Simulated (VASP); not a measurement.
# TaN (P3m1) in VASP: a series of runs, part 2 of 2

VASP 6.6.1.

### 4 Single point, PBEsol

Input file INCAR:

```
SYSTEM = TaN
  PREC = Accurate
  ENCUT = 520
  EDIFF = 1E-6
  ISMEAR = 0
  SIGMA = 0.15
  LREAL = .False.
  LASPH = .True.
  NELM = 60
  ALGO = Normal
  ISIF = 2
  LWAVE = .False.
  LCHARG = .False.
  GGA = PS
  NBANDS = 15
```

Input file KPOINTS:

```
Automatic mesh
0
Gamma
  24 24 20
  0 0 0
```

Input file POSCAR:

```
TaN
1.0
    2.9239890447      0.0000000000      0.0000000000
   -1.4619945224      2.5322487931      0.0000000000
    0.0000000000      0.0000000000      2.8707276427
Ta N
1 1
Direct
    0.3333333333      0.6666666667      0.5000000000
    0.0000000000      0.0000000000     -0.0087085935
```

Potentials or basis: VASP PAW PBE potentials, release 64 (Ta_pv, N).

Run with:

```console
$ cat potpaw_PBE.64/Ta_pv/POTCAR potpaw_PBE.64/N/POTCAR > POTCAR
$ mpirun -np 1 vasp_std > vasp.out
```

OUTCAR:

```text
SYSTEM = TaN
   PREC = Accurate
   ENCUT = 520
   EDIFF = 1E-6
   ISMEAR = 0
   LREAL = .False.
   LASPH = .True.
   NELM = 60
   ISIF = 2
   GGA = PS

 ion  position               nearest neighbor table
   1  0.333  0.667  0.500-   2 2.20   2 2.20   2 2.20   2 2.23   2 2.23   2 2.23
   2  0.000  0.000  0.991-   1 2.20   1 2.20   1 2.20   1 2.23   1 2.23   1 2.23

  LATTYP: Found a hexagonal cell.
 ALAT       =     2.9239890447
 C/A-ratio  =     0.9817846780

  Lattice vectors:

 A1 = (   2.9239890447,   0.0000000000,   0.0000000000)
 A2 = (  -1.4619945224,   2.5322487931,   0.0000000000)
 A3 = (   0.0000000000,   0.0000000000,   2.8707276427)

Analysis of symmetry for initial positions (statically):
=====================================================================
 Subroutine PRICEL returns:
 Original cell was already a primitive cell.

 Routine SETGRP: Setting up the symmetry group for a
 hexagonal supercell.

 Subroutine GETGRP returns: Found  6 space group operations
 (whereof  6 operations were pure point group operations)
 out of a pool of 24 trial point group operations.

The static configuration has the point symmetry C_3v.

Analysis of symmetry for dynamics (positions and initial velocities):
=====================================================================
 Subroutine PRICEL returns:
 Original cell was already a primitive cell.

 Routine SETGRP: Setting up the symmetry group for a
 hexagonal supercell.

 Subroutine GETGRP returns: Found  6 space group operations
 (whereof  6 operations were pure point group operations)
 out of a pool of 24 trial point group operations.

The dynamic configuration has the point symmetry C_3v.

 Subroutine INISYM returns: Found  6 space group operations
 (whereof  6 operations are pure point group operations),
 and found     1 'primitive' translations

----------------------------------------------------------------------------------------

                                     Primitive cell

  volume of cell :      21.2556

  direct lattice vectors                    reciprocal lattice vectors
     2.923989045  0.000000000  0.000000000     0.341998545  0.197452952  0.000000000
    -1.461994522  2.532248793  0.000000000     0.000000000  0.394905904  0.000000000
     0.000000000  0.000000000  2.870727643     0.000000000  0.000000000  0.348343739

  length of vectors
     2.923989045  2.923989045  2.870727643     0.394905904  0.394905904  0.348343739

  position of ions in fractional coordinates (direct lattice)
     0.333333333  0.666666667  0.500000000
     0.000000000  0.000000000  0.991291406

  ion indices of the primitive-cell ions
   primitive index   ion index
                 1           1
                 2           2

----------------------------------------------------------------------------------------

 KPOINTS: Automatic mesh

Automatic generation of k-mesh.
 Grid dimensions read from file:
 generate k-points for:   24   24   20

 Generating k-lattice:

  Cartesian coordinates                     Fractional coordinates (reciprocal lattice)
     0.014249939  0.008227206  0.000000000     0.041666667  0.000000000  0.000000000
     0.000000000  0.016454413  0.000000000     0.000000000  0.041666667  0.000000000
     0.000000000  0.000000000  0.017417187     0.000000000  0.000000000  0.050000000

  Length of vectors
     0.016454413  0.016454413  0.017417187

  Shift w.r.t. Gamma in fractional coordinates (k-lattice)
     0.000000000  0.000000000  0.000000000

 Subroutine IBZKPT returns following result:
 ===========================================

 Found   1103 irreducible k-points:

 Following reciprocal coordinates:
            Coordinates               Weight
  0.000000  0.000000  0.000000      1.000000
  0.041667  0.000000  0.000000      6.000000
  0.083333  0.000000  0.000000      6.000000
  0.125000 -0.000000  0.000000      6.000000
  0.166667  0.000000  0.000000      6.000000
  0.208333  0.000000  0.000000      6.000000
[... 16 lines left out ...]
  0.416667  0.041667  0.000000     12.000000
  0.458333  0.041667  0.000000     12.000000
 [... further k-points ...]
   k-points           NKPTS =   1103   k-points in BZ     NKDIM =   1103   number of bands    NBANDS=     15
   number of dos      NEDOS =    301   number of ions     NIONS =      2
   total plane-waves  NPLWV =  13824
   dimension x,y,z NGX =    24 NGY =   24 NGZ =   24
   dimension x,y,z NGXF=    48 NGYF=   48 NGZF=   48
   ions per type =               1   1
   NGX,Y,Z   is equivalent  to a cutoff of  13.65, 13.65, 13.90 a.u.
   NGXF,Y,Z  is equivalent  to a cutoff of  27.29, 27.29, 27.80 a.u.
 SYSTEM =  TaN
   PREC   = accura    normal or accurate (medium, high low for compatibility)
   ISTART =      0    job   : 0-new  1-cont  2-samecut
   ICHARG =      2    charge: 1-file 2-atom 10-const
   ISPIN  =      1    spin polarized calculation?
   LNONCOLLINEAR =      F non collinear calculations
   LSORBIT =      F    spin-orbit coupling
   LASPH  =      T    aspherical Exc in radial PAW
   ENCUT  =  520.0 eV  38.22 Ry    6.18 a.u.   5.44  5.44  5.34*2*pi/ulx,y,z
   NELM   =     60;   NELMIN=  2; NELMDL= -5     # of ELM steps
   EDIFF  = 0.1E-05   stopping-criterion for ELM
   LREAL  =      F    real-space projection
[... 7 lines left out ...]
   TEBEG  =    0.0;   TEEND  =   0.0 temperature during run
   PSTRESS=    0.0 pullay stress
   NELECT =      16.0000    total number of electrons
   NUPDOWN=      -1.0000    fix difference up-down
   EMIN   =  10.00;   EMAX   =-10.00  energy-range for DOS
   EFERMI =   0.00;   METHOD = LEGACY
   ISMEAR =     0;   SIGMA  =   0.15  broadening in eV -4-tet -1-fermi 0-gaus
   EFERMI_NEDOS =   21; number of points for ismear=-14 and -15
   IALGO  =     38    algorithm
   IMIX   =      4    mixing-type and parameters
     AMIX     =   0.40;   BMIX     =  1.00
     AMIX_MAG =   1.60;   BMIX_MAG =  1.00
  volume/ion in A,a.u.               =      10.63        71.72
  Fermi-wavevector in a.u.,A,eV,Ry     =   1.489213  2.814204 30.174390  2.217755
  Thomas-Fermi vector in A             =   2.602150
   LORBIT       =      0    0 simple, 1 ext, 2 COOP (PROOUT), +10 PAW based schemes
   GGA     = PS    functional components
   LHFCALC =     F    Hartree Fock is set to
   AEXX    =    0.0000 exact exchange contribution
   IVDW    =     0    specifies the selected vdW correction
   LEPSILON=     F    determine dielectric tensor
   LRPA    =     F    only Hartree local field effects (RPA)
 non-spin polarized calculation
 Gauss-broadening in eV      SIGMA  =   0.15
  energy-cutoff  :      520.00
  volume of cell :       21.26
 maximum number of plane-waves:       599
 NGX is ok and might be reduce to    24
   NGX = 11   NGY = 11   NGZ = 11

 number of electron      16.0000001 magnetization

 Free energy of the ion-electron system (eV)
  ---------------------------------------------------
  ext. energy  EPLUGINS =         0.00000000
  ---------------------------------------------------
  free energy    TOTEN  =       -23.80114241 eV

  energy without entropy =      -23.80034650  energy(sigma->0) =      -23.80074445

 E-fermi :   8.2166     XC(G=0): -13.5806

 val. band max:        8.2107982441   @ k =   0.0417   0.0000   0.4500
 cond. band min:       8.2179220889   @ k =   0.0000   0.0000   0.4000
 fundamental gap:      0.0071238448
 Fermi energy:         8.2165793792

 k-point     1 :       0.0000    0.0000    0.0000
  band No.  band energies     occupation
      1     -26.5022      2.00000
      2     -26.2273      2.00000
      3     -26.2273      2.00000
      4      -9.6043      2.00000
      5       3.6127      2.00000
      6       3.6127      2.00000
      7       3.9170      2.00000
      8       5.3397      2.00000
      9      10.5608      0.00000
     10      11.8777      0.00000
     11      11.8777      0.00000
     12      12.3204      0.00000
     13      12.3204      0.00000
     14      21.3226      0.00000
     15      21.7354      0.00000
[... 397 lines left out ...]
 k-point    24 :       0.4583    0.0417    0.0000
  band No.  band energies     occupation
      1     -27.3112      2.00000
      2     -26.4853      2.00000
      3     -26.3491      2.00000
      4      -7.2206      2.00000
      5      -0.1211      2.00000
      6       2.9766      2.00000
      7       4.4677      2.00000
      8       5.2746      2.00000
      9      11.1334      0.00000
     10      12.2542      0.00000
     11      13.3581      0.00000
     12      13.7008      0.00000
     13      16.0984      0.00000
     14      19.8029      0.00000
     15      21.6777      0.00000

 [... further k-points ...]
[... 5 lines left out ...]
  --------------------------------------------------------------------------------------
  -------------------------------------------------------------------------------------
  Total        0.1200361      0.1200361      0.1540610     -0.0000000      0.0000000     -0.0000000
  in kB        9.0479086      9.0479086     11.6125896     -0.0000000      0.0000000     -0.0000000
  external PRESSURE =       9.9028023 kB  Pullay stress =       0.0000000 kB

 VOLUME and BASIS-vectors are now :
 -----------------------------------------------------------------------------
  energy-cutoff  :      520.00
  volume of cell :       21.26
      direct lattice vectors                 reciprocal lattice vectors
     2.923989045  0.000000000  0.000000000     0.341998545  0.197452952  0.000000000
    -1.461994522  2.532248793  0.000000000     0.000000000  0.394905904  0.000000000
     0.000000000  0.000000000  2.870727643     0.000000000  0.000000000  0.348343739

 POSITION                                       TOTAL-FORCE (eV/Angst)
 -----------------------------------------------------------------------------------
     -0.00000      1.68817      1.43536        -0.000000      0.000000     -0.370876
      0.00000      0.00000      2.84573         0.000000     -0.000000      0.370876
 -----------------------------------------------------------------------------------
    total drift:                                0.000000     -0.000000     -0.000085

  FREE ENERGIE OF THE ION-ELECTRON SYSTEM (eV)
  ---------------------------------------------------
  free  energy   TOTEN  =       -23.8011424119 eV

  energy  without entropy=      -23.8003464957  energy(sigma->0) =      -23.80074445
```

stdout:

```text
POSCAR found type information on POSCAR TaN
 POSCAR found :  2 types and       2 ions
 scaLAPACK will be used
 -----------------------------------------------------------------------------
|                                                                             |
|                                                                             |
|     You enforced a specific xc type in the INCAR file but a different       |
|     I HOPE YOU KNOW WHAT YOU ARE DOING!                                     |
|                                                                             |
 -----------------------------------------------------------------------------

 LDA part: xc-table for (Slater+PW92), standard interpolation
 POSCAR, INCAR and KPOINTS ok, starting setup
 FFT: planning ... GRIDC
 FFT: planning ... GRID_SOFT
 FFT: planning ... GRID
 WAVECAR not read
 entering main loop
```

It took 3.3 min on 1 thread of Intel Xeon Platinum 8259CL at 2.50GHz (Skylake/Cascade Lake), shared host; peak memory 0.45 GiB.

What came out:

```yaml
Free_energy: -23.8011 eV
Pressure: 1.0 GPa
Largest_force: 0.371 eV/Å
Band_gap_on_the_k_mesh: zero (bands 8 and 9 overlap by 0.51 eV)
```

Forces in eV/Å, atoms in the order of the input:
```
Ta   0.000  0.000 -0.371
N    0.000  0.000  0.371
```

Caveat: the cell differs from its parent crystal (all N atoms moved +0.025 Å, as atom 2 towards its neighbour atom 2 (N) at 2.871 Å); the PAW data sets were made with another functional, which shifts forces and pressure a little; spin-orbit coupling is left out, which moves the levels of the heavy elements.

### 5 Overview

```csv
cell,gap on the mesh (eV),pressure (GPa),largest force (eV/Å)
"as given, atomic positions A",none,4.3,1.92
"as given, atomic positions B",none,2.1,1.13
"as given, atomic positions C",none,1.0,0.37
```

Alike in all rows: task single point; level PBEsol; potentials or basis VASP PAW PBE potentials, release 64 (Ta_pv, N); no spin polarisation; k mesh 24 × 24 × 20; cutoff (eV) 520; smearing gaussian 0.15 eV.

Caveats: the PAW data sets were made with another functional, which shifts forces and pressure a little; spin-orbit coupling is left out, which moves the levels of the heavy elements; the cell stands under pressure (at least some runs).

Absolute energies hang on the potentials; compare differences alone.
